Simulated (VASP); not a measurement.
# Sn3Bi (I4/mmm) in VASP: single point with LDA

Aim: the single point of Sn3Bi with LDA.

Everything below comes from runs of VASP 6.6.1. Logs are shortened: lines on timing, memory, paths and dates and some standing lists are left out, and cuts for length are marked.

## 1. The cell of the first run

It takes space group I4/mmm (No. 139, tetragonal). Conventional cell: a = 4.703 Å, b = 4.703 Å, c = 10.566 Å, α = 90.00°, β = 90.00°, γ = 90.00°. Sn (site symmetry 4/mmm) has 4 Bi at 3.33 Å and 8 Sn at 3.54 Å within 4.4 Å. Sn (site symmetry -4m2) has 8 Sn at 3.33 to 3.54 Å and 4 Bi at 3.54 Å within 4.4 Å. Bi (site symmetry 4/mmm) has 12 Sn at 3.33 to 3.54 Å within 4.4 Å.

## 2. Single point, LDA

File INCAR:

```
SYSTEM = Sn3Bi
PREC = Accurate
ENCUT = 520
EDIFF = 1E-6
ISMEAR = -1
SIGMA = 0.1
LREAL = .FALSE.
LASPH = .TRUE.
NELM = 80
ALGO = Normal
ISIF = 2
LWAVE = .FALSE.
LCHARG = .TRUE.
LELF = .TRUE.
LVHAR = .TRUE.
NBANDS = 36
```

File KPOINTS:

```
regular mesh
0
G
  7 7 7
  0 0 0
```

File POSCAR:

```
Sn3Bi
1.0
   -2.3512520000      2.3512520000      5.2830860000
    2.3512520000     -2.3512520000      5.2830860000
    2.3512520000      2.3512520000     -5.2830860000
Sn Bi
3 1
Direct
    0.5000000000      0.5000000000      0.0000000000
    0.2500000000      0.7500000000      0.5000000000
    0.7500000000      0.2500000000      0.5000000000
    0.0000000000      0.0000000000      0.0000000000
```

Potentials or basis: VASP PAW LDA potentials, release 64 (Sn_d, Bi_d).

Command:

```
> cat potpaw_LDA.64/Sn_d/POTCAR potpaw_LDA.64/Bi_d/POTCAR > POTCAR
> mpirun -np 1 vasp_std > vasp.out
```

OUTCAR:

```text
SYSTEM = Sn3Bi
   PREC = Accurate
   ENCUT = 520
   EDIFF = 1E-6
   ISMEAR = -1
   LREAL = .FALSE.
   LASPH = .TRUE.
   NELM = 80
   ISIF = 2

 ion  position               nearest neighbor table
   1  0.500  0.500  0.000-   4 3.33   4 3.33   4 3.33   4 3.33   2 3.54   2 3.54   3 3.54   3 3.54
                             3 3.54   2 3.54   3 3.54   2 3.54
   2  0.250  0.750  0.500-   3 3.33   3 3.33   3 3.33   3 3.33   4 3.54   4 3.54   1 3.54   1 3.54
                             4 3.54   1 3.54   4 3.54   1 3.54
   3  0.750  0.250  0.500-   2 3.33   2 3.33   2 3.33   2 3.33   1 3.54   1 3.54   4 3.54   4 3.54
                             4 3.54   1 3.54   4 3.54   1 3.54
   4  0.000  0.000  0.000-   1 3.33   1 3.33   1 3.33   1 3.33   3 3.54   3 3.54   2 3.54   2 3.54
                             3 3.54   2 3.54   3 3.54   2 3.54

  LATTYP: Found a body centered tetragonal cell.
 ALAT       =     4.7025040000
 C/A-ratio  =     2.2469246172

  Lattice vectors:

 A1 = (  -2.3512520000,   2.3512520000,   5.2830860000)
 A2 = (   2.3512520000,  -2.3512520000,   5.2830860000)
 A3 = (   2.3512520000,   2.3512520000,  -5.2830860000)

Analysis of symmetry for initial positions (statically):
=====================================================================
 Subroutine PRICEL returns:
 Original cell was already a primitive cell.

 Routine SETGRP: Setting up the symmetry group for a
 body centered tetragonal supercell.

 Subroutine GETGRP returns: Found 16 space group operations
 (whereof 16 operations were pure point group operations)
 out of a pool of 16 trial point group operations.

The static configuration has the point symmetry D_4h.

Analysis of symmetry for dynamics (positions and initial velocities):
=====================================================================
 Subroutine PRICEL returns:
 Original cell was already a primitive cell.

 Routine SETGRP: Setting up the symmetry group for a
 body centered tetragonal supercell.

 Subroutine GETGRP returns: Found 16 space group operations
 (whereof 16 operations were pure point group operations)
 out of a pool of 16 trial point group operations.

The dynamic configuration has the point symmetry D_4h.

 Subroutine INISYM returns: Found 16 space group operations
 (whereof 16 operations are pure point group operations),
 and found     1 'primitive' translations

----------------------------------------------------------------------------------------

                                     Primitive cell

  volume of cell :     116.8278

  direct lattice vectors                    reciprocal lattice vectors
    -2.351252000  2.351252000  5.283086000     0.000000000  0.212652663  0.094641655
     2.351252000 -2.351252000  5.283086000     0.212652663  0.000000000  0.094641655
     2.351252000  2.351252000 -5.283086000     0.212652663  0.212652663  0.000000000

  length of vectors
     6.242416969  6.242416969  6.242416969     0.232762106  0.232762106  0.300736281

  position of ions in fractional coordinates (direct lattice)
     0.500000000  0.500000000  0.000000000
     0.250000000  0.750000000  0.500000000
     0.750000000  0.250000000  0.500000000
     0.000000000  0.000000000  0.000000000

  ion indices of the primitive-cell ions
   primitive index   ion index
                 1           1
                 2           2
                 3           3
                 4           4

----------------------------------------------------------------------------------------

 KPOINTS: regular mesh

Automatic generation of k-mesh.
 Grid dimensions read from file:
 generate k-points for:    7    7    7

 Generating k-lattice:

  Cartesian coordinates                     Fractional coordinates (reciprocal lattice)
     0.000000000  0.030378952  0.013520236     0.142857143 -0.000000000  0.000000000
     0.030378952  0.000000000  0.013520236    -0.000000000  0.142857143  0.000000000
     0.030378952  0.030378952  0.000000000     0.000000000  0.000000000  0.142857143

  Length of vectors
     0.033251729  0.033251729  0.042962326

  Shift w.r.t. Gamma in fractional coordinates (k-lattice)
     0.000000000  0.000000000  0.000000000

 Subroutine IBZKPT returns following result:
 ===========================================

 Found     40 irreducible k-points:

 Following reciprocal coordinates:
            Coordinates               Weight
  0.000000  0.000000  0.000000      1.000000
  0.142857  0.000000 -0.000000      8.000000
  0.285714  0.000000 -0.000000      8.000000
  0.428571  0.000000 -0.000000      8.000000
  0.142857  0.142857 -0.000000      8.000000
  0.285714  0.142857 -0.000000     16.000000
[... 16 lines left out ...]
 -0.142857  0.285714  0.142857      8.000000
 -0.428571  0.428571  0.142857      8.000000
 [... further k-points ...]
   k-points           NKPTS =     40   k-points in BZ     NKDIM =     40   number of bands    NBANDS=     36
   number of dos      NEDOS =    301   number of ions     NIONS =      4
   total plane-waves  NPLWV = 110592
   dimension x,y,z NGX =    48 NGY =   48 NGZ =   48
   dimension x,y,z NGXF=    96 NGYF=   96 NGZF=   96
   ions per type =               3   1
   NGX,Y,Z   is equivalent  to a cutoff of  12.78, 12.78, 12.78 a.u.
   NGXF,Y,Z  is equivalent  to a cutoff of  25.57, 25.57, 25.57 a.u.
 SYSTEM =  Sn3Bi
   PREC   = accura    normal or accurate (medium, high low for compatibility)
   ISTART =      0    job   : 0-new  1-cont  2-samecut
   ICHARG =      2    charge: 1-file 2-atom 10-const
   ISPIN  =      1    spin polarized calculation?
   LNONCOLLINEAR =      F non collinear calculations
   LSORBIT =      F    spin-orbit coupling
   LASPH  =      T    aspherical Exc in radial PAW
   ENCUT  =  520.0 eV  38.22 Ry    6.18 a.u.  11.61 11.61 11.61*2*pi/ulx,y,z
   NELM   =     80;   NELMIN=  2; NELMDL= -5     # of ELM steps
   EDIFF  = 0.1E-05   stopping-criterion for ELM
   LREAL  =      F    real-space projection
[... 7 lines left out ...]
   TEBEG  =    0.0;   TEEND  =   0.0 temperature during run
   PSTRESS=    0.0 pullay stress
   NELECT =      57.0000    total number of electrons
   NUPDOWN=      -1.0000    fix difference up-down
   EMIN   =  10.00;   EMAX   =-10.00  energy-range for DOS
   EFERMI =   0.00;   METHOD = LEGACY
   ISMEAR =    -1;   SIGMA  =   0.10  broadening in eV -4-tet -1-fermi 0-gaus
   EFERMI_NEDOS =   21; number of points for ismear=-14 and -15
   IALGO  =     38    algorithm
   IMIX   =      4    mixing-type and parameters
     AMIX     =   0.40;   BMIX     =  1.00
     AMIX_MAG =   1.60;   BMIX_MAG =  1.00
  volume/ion in A,a.u.               =      29.21       197.10
  Fermi-wavevector in a.u.,A,eV,Ry     =   1.288797  2.435473 22.599238  1.660997
  Thomas-Fermi vector in A             =   2.420729
   LORBIT       =      0    0 simple, 1 ext, 2 COOP (PROOUT), +10 PAW based schemes
   GGA     = CA    functional components
   LHFCALC =     F    Hartree Fock is set to
   AEXX    =    0.0000 exact exchange contribution
   IVDW    =     0    specifies the selected vdW correction
   LEPSILON=     F    determine dielectric tensor
   LRPA    =     F    only Hartree local field effects (RPA)
 non-spin polarized calculation
  energy-cutoff  :      520.00
  volume of cell :      116.83
 maximum number of plane-waves:      3172
   NGX = 23   NGY = 23   NGZ = 23

 number of electron      57.0000005 magnetization

 Free energy of the ion-electron system (eV)
  ---------------------------------------------------
  ext. energy  EPLUGINS =         0.00000000
  ---------------------------------------------------
  free energy    TOTEN  =       -17.64901788 eV

  energy without entropy =      -17.56400213  energy(sigma->0) =      -17.60651000

 E-fermi :   7.3785     XC(G=0): -10.4083

 val. band max:        7.3746329571   @ k =  -0.2857   0.4286   0.2857
 cond. band min:       7.3906015667   @ k =   0.0000   0.0000   0.0000
 fundamental gap:      0.0159686096
 Fermi energy:         7.3785038430

 k-point     1 :       0.0000    0.0000    0.0000
  band No.  band energies     occupation
      1     -15.4329      2.00000
      2     -15.4211      2.00000
      3     -15.4169      2.00000
      4     -15.4149      2.00000
      5     -15.4149      2.00000
      6     -14.1464      2.00000
[... 28 lines left out ...]
     35      13.8923      0.00000
     36      13.9043      0.00000

 k-point     2 :       0.1429    0.0000   -0.0000
  band No.  band energies     occupation
      1     -15.4307      2.00000
      2     -15.4204      2.00000
      3     -15.4155      2.00000
      4     -15.4151      2.00000
      5     -15.4150      2.00000
      6     -14.1347      2.00000
[... 28 lines left out ...]
     35      13.2075      0.00000
     36      13.7613      0.00000

 k-point     3 :       0.2857    0.0000   -0.0000
  band No.  band energies     occupation
      1     -15.4257      2.00000
      2     -15.4193      2.00000
      3     -15.4157      2.00000
      4     -15.4150      2.00000
      5     -15.4120      2.00000
      6     -14.1015      2.00000
[... 28 lines left out ...]
     35      11.5556      0.00000
     36      13.3388      0.00000

 k-point     4 :       0.4286    0.0000   -0.0000
  band No.  band energies     occupation
      1     -15.4217      2.00000
      2     -15.4186      2.00000
      3     -15.4160      2.00000
      4     -15.4151      2.00000
      5     -15.4091      2.00000
      6     -14.0666      2.00000
[... 28 lines left out ...]
     35      11.2684      0.00000
     36      12.5701      0.00000

 k-point     5 :       0.1429    0.1429   -0.0000
  band No.  band energies     occupation
      1     -15.4295      2.00000
      2     -15.4195      2.00000
      3     -15.4157      2.00000
      4     -15.4151      2.00000
      5     -15.4144      2.00000
      6     -14.1273      2.00000
[... 655 lines left out ...]
 k-point    22 :      -0.2857    0.2857    0.1429
  band No.  band energies     occupation
      1     -15.4233      2.00000
      2     -15.4181      2.00000
      3     -15.4162      2.00000
      4     -15.4152      2.00000
      5     -15.4085      2.00000
      6     -14.0805      2.00000
[... 28 lines left out ...]
     35      11.2733      0.00000
     36      12.3524      0.00000

 k-point    23 :      -0.1429    0.2857    0.1429
  band No.  band energies     occupation
      1     -15.4217      2.00000
      2     -15.4185      2.00000
      3     -15.4159      2.00000
      4     -15.4150      2.00000
      5     -15.4090      2.00000
      6     -14.0621      2.00000
[... 28 lines left out ...]
     35      11.2792      0.00000
     36      11.7825      0.00000

 k-point    24 :      -0.4286    0.4286    0.1429
  band No.  band energies     occupation
      1     -15.4260      2.00000
      2     -15.4186      2.00000
      3     -15.4167      2.00000
      4     -15.4161      2.00000
      5     -15.4071      2.00000
      6     -14.0956      2.00000
[... 28 lines left out ...]
     35      11.9517      0.00000
     36      12.4245      0.00000

 [... further k-points ...]
[... 5 lines left out ...]
  --------------------------------------------------------------------------------------
  -------------------------------------------------------------------------------------
  Total       -2.6818458     -2.6818458     -2.8724952      0.0000000      0.0000000      0.0000000
  in kB      -36.7788682    -36.7788682    -39.3934357      0.0000000      0.0000000      0.0000000
  external PRESSURE =     -37.6503907 kB  Pullay stress =       0.0000000 kB

 VOLUME and BASIS-vectors are now :
 -----------------------------------------------------------------------------
  energy-cutoff  :      520.00
  volume of cell :      116.83
      direct lattice vectors                 reciprocal lattice vectors
    -2.351252000  2.351252000  5.283086000     0.000000000  0.212652663  0.094641655
     2.351252000 -2.351252000  5.283086000     0.212652663  0.000000000  0.094641655
     2.351252000  2.351252000 -5.283086000     0.212652663  0.212652663  0.000000000

 POSITION                                       TOTAL-FORCE (eV/Angst)
 -----------------------------------------------------------------------------------
      0.00000      0.00000      5.28309         0.000000      0.000000      0.000000
      2.35125      0.00000      2.64154        -0.000000      0.000000     -0.000000
      0.00000      2.35125      2.64154         0.000000     -0.000000      0.000000
      0.00000      0.00000      0.00000         0.000000      0.000000      0.000000
 -----------------------------------------------------------------------------------
    total drift:                                0.000000     -0.000000      0.000000

  FREE ENERGIE OF THE ION-ELECTRON SYSTEM (eV)
  ---------------------------------------------------
  free  energy   TOTEN  =       -17.6490178754 eV

  energy  without entropy=      -17.5640021316  energy(sigma->0) =      -17.60651000
```

It took 2.8 min on 1 thread of Intel Xeon Platinum 8488C (Sapphire Rapids), shared host; peak memory 0.34 GiB.

What came out:

```yaml
Free_energy: -17.6490 eV
Pressure: -3.8 GPa
```

Stress tensor (GPa, compression positive):
```
-3.68  0.00  0.00
 0.00 -3.68  0.00
 0.00  0.00 -3.94
```

Levels at points of the mesh, in eV from the Fermi level:
```csv
k point,band 25,band 26,band 27,band 28,band 29,band 30,band 31,band 32,band 33,band 34
"(0.00, 0.00, 0.00)",-4.22,-2.21,-2.21,-1.60,-1.60,0.01,0.32,2.55,2.55,6.08
```

Caveat: spin-orbit coupling is left out, which moves the levels of the heavy elements.
